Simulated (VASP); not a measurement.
# TePb (P6_3/mmc) in VASP: further runs

TePb is run at these levels: PBE; tasks: single point.

All numbers are computed with VASP 6.6.1; they aren't measurements. Logs are shortened: lines on timing, memory, paths and dates and some standing lists are left out, and cuts for length are marked.

### Step 1. The cell of the first run

It takes space group P6_3/mmc (No. 194, hexagonal). The conventional cell has a = 4.544 Å, b = 4.544 Å, c = 7.926 Å, α = 90.00°, β = 90.00°, γ = 120.00°. Pb (site symmetry -3m) has 6 Te at 3.29 Å and 2 Pb at 3.96 Å within 4.3 Å. Within 4.3 Å of Te (site symmetry -6m2) lie 6 Pb at 3.29 Å.

### Step 2. Single point, PBE

INCAR

```
PREC     = Accurate       # precision mode
ENCUT    = 520            # plane-wave cutoff, eV
EDIFF    = 1E-6           # SCF threshold, eV
ISMEAR   = -1             # smearing method
SIGMA    = 0.02           # smearing width, eV
LREAL    = False          # projectors in reciprocal space
LASPH    = True           # aspherical terms in the spheres
NELM     = 60             # most SCF steps
ALGO     = Normal         # electronic algorithm
ISIF     = 2              # what is computed and relaxed
LWAVE    = False          # write WAVECAR
LCHARG   = False          # write CHGCAR
GGA      = PE             # functional
NBANDS   = 28             # bands
```

KPOINTS

```
regular mesh
0
Gamma
  6 6 4
```

POSCAR

```
TePb
1.0
    4.5439515247      0.0000000000      0.0000000000
   -2.2719757624      3.9351774539      0.0000000000
    0.0000000000      0.0000000000      7.9257636462
Pb Te
2 2
Direct
    0.0000000000      0.0000000000      0.0000000000
    0.0000000000      0.0000000000      0.5000000000
    0.3333333333      0.6666666667      0.2500000000
    0.6666666667      0.3333333333      0.7500000000
```

Potentials or basis: VASP PAW PBE potentials, release 64 (Pb_d, Te).

Launch:

```sh
> cat potpaw_PBE.64/Pb_d/POTCAR potpaw_PBE.64/Te/POTCAR > POTCAR
> mpirun -np 1 vasp_std > vasp.out
```

OUTCAR:

```text
PREC = Accurate
   ENCUT = 520
   EDIFF = 1E-6
   ISMEAR = -1
   LREAL = False
   LASPH = True
   NELM = 60
   ISIF = 2
   GGA = PE

 ion  position               nearest neighbor table
   1  0.000  0.000  0.000-   3 3.29   4 3.29   3 3.29   4 3.29   4 3.29   3 3.29   2 3.96   2 3.96

   2  0.000  0.000  0.500-   3 3.29   4 3.29   3 3.29   4 3.29   4 3.29   3 3.29   1 3.96   1 3.96

   3  0.333  0.667  0.250-   1 3.29   2 3.29   1 3.29   2 3.29   1 3.29   2 3.29
   4  0.667  0.333  0.750-   1 3.29   2 3.29   1 3.29   2 3.29   1 3.29   2 3.29

  LATTYP: Found a hexagonal cell.
 ALAT       =     4.5439515247
 C/A-ratio  =     1.7442447621

  Lattice vectors:

 A1 = (   4.5439515247,   0.0000000000,   0.0000000000)
 A2 = (  -2.2719757624,   3.9351774539,   0.0000000000)
 A3 = (   0.0000000000,   0.0000000000,   7.9257636462)

Analysis of symmetry for initial positions (statically):
=====================================================================
 Subroutine PRICEL returns:
 Original cell was already a primitive cell.

 Routine SETGRP: Setting up the symmetry group for a
 hexagonal supercell.

 Subroutine GETGRP returns: Found 24 space group operations
 (whereof 12 operations were pure point group operations)
 out of a pool of 24 trial point group operations.

The static configuration has the point symmetry D_3d.
 The point group associated with its full space group is D_6h.

Analysis of symmetry for dynamics (positions and initial velocities):
=====================================================================
 Subroutine PRICEL returns:
 Original cell was already a primitive cell.

 Routine SETGRP: Setting up the symmetry group for a
 hexagonal supercell.

 Subroutine GETGRP returns: Found 24 space group operations
 (whereof 12 operations were pure point group operations)
 out of a pool of 24 trial point group operations.

The dynamic configuration has the point symmetry D_3d.
 The point group associated with its full space group is D_6h.

 Subroutine INISYM returns: Found 24 space group operations
 (whereof 12 operations are pure point group operations),
 and found     1 'primitive' translations

----------------------------------------------------------------------------------------

                                     Primitive cell

  volume of cell :     141.7226

  direct lattice vectors                    reciprocal lattice vectors
     4.543951525  0.000000000  0.000000000     0.220072770  0.127059073  0.000000000
    -2.271975762  3.935177454  0.000000000     0.000000000  0.254118146  0.000000000
     0.000000000  0.000000000  7.925763646     0.000000000  0.000000000  0.126170808

  length of vectors
     4.543951525  4.543951525  7.925763646     0.254118146  0.254118146  0.126170808

  position of ions in fractional coordinates (direct lattice)
     0.000000000  0.000000000  0.000000000
     0.000000000  0.000000000  0.500000000
     0.333333333  0.666666667  0.250000000
     0.666666667  0.333333333  0.750000000

  ion indices of the primitive-cell ions
   primitive index   ion index
                 1           1
                 2           2
                 3           3
                 4           4

----------------------------------------------------------------------------------------

 KPOINTS: regular mesh

Automatic generation of k-mesh.
 Grid dimensions read from file:
 generate k-points for:    6    6    4

 Generating k-lattice:

  Cartesian coordinates                     Fractional coordinates (reciprocal lattice)
     0.036678795  0.021176512  0.000000000     0.166666667  0.000000000  0.000000000
     0.000000000  0.042353024  0.000000000     0.000000000  0.166666667  0.000000000
     0.000000000  0.000000000  0.031542702     0.000000000  0.000000000  0.250000000

  Length of vectors
     0.042353024  0.042353024  0.031542702

  Shift w.r.t. Gamma in fractional coordinates (k-lattice)
     0.000000000  0.000000000  0.000000000

 Subroutine IBZKPT returns following result:
 ===========================================

 Found     21 irreducible k-points:

 Following reciprocal coordinates:
            Coordinates               Weight
  0.000000  0.000000  0.000000      1.000000
  0.166667  0.000000  0.000000      6.000000
  0.333333 -0.000000  0.000000      6.000000
  0.500000  0.000000  0.000000      3.000000
  0.166667  0.166667  0.000000      6.000000
  0.333333  0.166667  0.000000     12.000000
[... 13 lines left out ...]
  0.333333  0.166667  0.500000     12.000000
  0.333333  0.333333  0.500000      2.000000
   k-points           NKPTS =     21   k-points in BZ     NKDIM =     21   number of bands    NBANDS=     28
   number of dos      NEDOS =    301   number of ions     NIONS =      4
   total plane-waves  NPLWV =  77760
   dimension x,y,z NGX =    36 NGY =   36 NGZ =   60
   dimension x,y,z NGXF=    72 NGYF=   72 NGZF=  120
   ions per type =               2   2
   NGX,Y,Z   is equivalent  to a cutoff of  13.17, 13.17, 12.59 a.u.
   NGXF,Y,Z  is equivalent  to a cutoff of  26.34, 26.34, 25.17 a.u.
 SYSTEM =  unknown system
   PREC   = accura    normal or accurate (medium, high low for compatibility)
   ISTART =      0    job   : 0-new  1-cont  2-samecut
   ICHARG =      2    charge: 1-file 2-atom 10-const
   ISPIN  =      1    spin polarized calculation?
   LNONCOLLINEAR =      F non collinear calculations
   LSORBIT =      F    spin-orbit coupling
   LASPH  =      T    aspherical Exc in radial PAW
   ENCUT  =  520.0 eV  38.22 Ry    6.18 a.u.   8.45  8.45 14.74*2*pi/ulx,y,z
   NELM   =     60;   NELMIN=  2; NELMDL= -5     # of ELM steps
   EDIFF  = 0.1E-05   stopping-criterion for ELM
   LREAL  =      F    real-space projection
   EDIFFG = 0.1E-04   stopping-criterion for IOM
   NSW    =      0    number of steps for IOM
   IBRION =     -1    ionic relax: 0-MD 1-quasi-New 2-CG
   NFREE  =      0    steps in history (QN), initial steepest desc. (CG)
   ISIF   =      2    stress and relaxation
   ISYM   =      2    0-nonsym 1-usesym 2-fastsym
   POTIM  = 0.5000    time-step for ionic-motion
   TEBEG  =    0.0;   TEEND  =   0.0 temperature during run
   PSTRESS=    0.0 pullay stress
   NELECT =      40.0000    total number of electrons
   NUPDOWN=      -1.0000    fix difference up-down
   EMIN   =  10.00;   EMAX   =-10.00  energy-range for DOS
   EFERMI =   0.00;   METHOD = LEGACY
   ISMEAR =    -1;   SIGMA  =   0.02  broadening in eV -4-tet -1-fermi 0-gaus
   EFERMI_NEDOS =   21; number of points for ismear=-14 and -15
   IALGO  =     38    algorithm
   IMIX   =      4    mixing-type and parameters
     AMIX     =   0.40;   BMIX     =  1.00
     AMIX_MAG =   1.60;   BMIX_MAG =  1.00
  volume/ion in A,a.u.               =      35.43       239.10
  Fermi-wavevector in a.u.,A,eV,Ry     =   1.073862  2.029305 15.689959  1.153179
  Thomas-Fermi vector in A             =   2.209674
   LORBIT       =      0    0 simple, 1 ext, 2 COOP (PROOUT), +10 PAW based schemes
   GGA     = PE    functional components
   LHFCALC =     F    Hartree Fock is set to
   AEXX    =    0.0000 exact exchange contribution
   IVDW    =     0    specifies the selected vdW correction
   LEPSILON=     F    determine dielectric tensor
   LRPA    =     F    only Hartree local field effects (RPA)
 non-spin polarized calculation
  energy-cutoff  :      520.00
  volume of cell :      141.72
 maximum number of plane-waves:      3846
 NGX is ok and might be reduce to    36
   NGX = 17   NGY = 17   NGZ = 29

 number of electron      40.0000007 magnetization

 Free energy of the ion-electron system (eV)
  ---------------------------------------------------
  ext. energy  EPLUGINS =         0.00000000
  ---------------------------------------------------
  free energy    TOTEN  =       -14.90329645 eV

  energy without entropy =      -14.90293692  energy(sigma->0) =      -14.90311669

 E-fermi :   5.6379     XC(G=0):  -9.0643

 val. band max:        5.5967665819   @ k =   0.3333   0.3333   0.0000
 cond. band min:       5.6632078469   @ k =   0.0000   0.0000   0.0000
 fundamental gap:      0.0664412650
 Fermi energy:         5.6378587858

 k-point     1 :       0.0000    0.0000    0.0000
  band No.  band energies     occupation
      1     -11.6793      2.00000
      2     -11.6629      2.00000
      3     -11.6629      2.00000
      4     -11.6501      2.00000
      5     -11.6501      2.00000
      6     -11.6413      2.00000
[... 20 lines left out ...]
     27      10.0010      0.00000
     28      11.5275      0.00000

 k-point     2 :       0.1667    0.0000    0.0000
  band No.  band energies     occupation
      1     -11.6771      2.00000
      2     -11.6709      2.00000
      3     -11.6598      2.00000
      4     -11.6518      2.00000
      5     -11.6452      2.00000
      6     -11.6436      2.00000
[... 20 lines left out ...]
     27      10.1726      0.00000
     28      10.7354      0.00000

 k-point     3 :       0.3333   -0.0000    0.0000
  band No.  band energies     occupation
      1     -11.6901      2.00000
      2     -11.6719      2.00000
      3     -11.6575      2.00000
      4     -11.6561      2.00000
      5     -11.6458      2.00000
      6     -11.6357      2.00000
[... 20 lines left out ...]
     27      10.2966      0.00000
     28      12.2139      0.00000

 k-point     4 :       0.5000    0.0000    0.0000
  band No.  band energies     occupation
      1     -11.6995      2.00000
      2     -11.6703      2.00000
      3     -11.6587      2.00000
      4     -11.6576      2.00000
      5     -11.6460      2.00000
      6     -11.6316      2.00000
[... 485 lines left out ...]
     27      10.6389      0.00000
     28      10.6389      0.00000

 k-point    20 :       0.3333    0.1667    0.5000
  band No.  band energies     occupation
      1     -11.6706      2.00000
      2     -11.6706      2.00000
      3     -11.6469      2.00000
      4     -11.6469      2.00000
      5     -11.6388      2.00000
      6     -11.6388      2.00000
[... 20 lines left out ...]
     27      11.3390      0.00000
     28      11.3390      0.00000

 k-point    21 :       0.3333    0.3333    0.5000
  band No.  band energies     occupation
      1     -11.6664      2.00000
      2     -11.6664      2.00000
      3     -11.6524      2.00000
      4     -11.6524      2.00000
      5     -11.6335      2.00000
      6     -11.6335      2.00000
[... 20 lines left out ...]
     27      11.7284      0.00000
     28      11.7284      0.00000

------------------------ aborting loop because EDIFF is reached ----------------------------------------

  FORCE on cell =-STRESS in cart. coord.  units (eV):
  Direction    XX          YY          ZZ          XY          YZ          ZX
  --------------------------------------------------------------------------------------
  -------------------------------------------------------------------------------------
  Total        0.5046586      0.5046586      0.5386300     -0.0000000      0.0000000      0.0000000
  in kB        5.7051772      5.7051772      6.0892249     -0.0000000      0.0000000      0.0000000
  external PRESSURE =       5.8331931 kB  Pullay stress =       0.0000000 kB

 VOLUME and BASIS-vectors are now :
 -----------------------------------------------------------------------------
  energy-cutoff  :      520.00
  volume of cell :      141.72
      direct lattice vectors                 reciprocal lattice vectors
     4.543951525  0.000000000  0.000000000     0.220072770  0.127059073  0.000000000
    -2.271975762  3.935177454  0.000000000     0.000000000  0.254118146  0.000000000
     0.000000000  0.000000000  7.925763646     0.000000000  0.000000000  0.126170808

 POSITION                                       TOTAL-FORCE (eV/Angst)
 -----------------------------------------------------------------------------------
      0.00000      0.00000      0.00000         0.000000      0.000000      0.000000
      0.00000      0.00000      3.96288         0.000000      0.000000      0.000000
     -0.00000      2.62345      1.98144        -0.000000      0.000000     -0.000000
      2.27198      1.31173      5.94432         0.000000      0.000000     -0.000000
 -----------------------------------------------------------------------------------
    total drift:                               -0.000000      0.000000     -0.000000

  FREE ENERGIE OF THE ION-ELECTRON SYSTEM (eV)
  ---------------------------------------------------
  free  energy   TOTEN  =       -14.9032964539 eV

  energy  without entropy=      -14.9029369218  energy(sigma->0) =      -14.90311669
```

It took 56 s on 1 thread of Intel Xeon 6975P-C (Granite Rapids), shared host; peak memory 0.29 GiB.

What came out:

| Quantity | Value |
| --- | --- |
| Free energy | -14.9033 eV |
| Pressure | 0.6 GPa |
| Band gap on the k mesh | 0.07 eV, indirect (least direct gap 0.18 eV) |

Caveat: spin-orbit coupling is left out, which moves the levels of the heavy elements.

(Part 1 of 2 ends here.)
